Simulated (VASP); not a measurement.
Input of a VASP 6.6.1 run:

The input INCAR:

```
SYSTEM = Y
  PREC = Accurate
  ENCUT = 520
  EDIFF = 1E-6
  ISMEAR = -1
  SIGMA = 0.1
  LREAL = .False.
  LASPH = .True.
  NELM = 80
  ALGO = Normal
  ISIF = 2
  LWAVE = .False.
  LCHARG = .False.
  GGA = RP
  NBANDS = 18
```

KPOINTS

```
regular mesh
0
Gamma
  10 10 6
  0 0 0
```

File POSCAR:

```
Y
1.0
    3.6978387323      0.0000000000      0.0000000000
   -1.8489193662      3.2024222813      0.0000000000
    0.0000000000      0.0000000000      5.7777393892
Y
2
Direct
    0.3333333333      0.6666666667      0.2500000000
    0.6666666667      0.3333333333      0.7500000000
```

Potentials or basis: VASP PAW PBE potentials, release 64 (Y_sv).

Run with:

```sh
$ cat potpaw_PBE.64/Y_sv/POTCAR > POTCAR
$ mpirun -np 1 vasp_std > vasp.out
```

**Question.** Predict the pressure.

**Answer.** -0.1 GPa.

**Question.** Predict the band gap on the k mesh.

**Answer.** Zero (bands 11 and 12 overlap by 1.43 eV).

Caveat: the PAW data sets were made with another functional, which shifts forces and pressure a little.
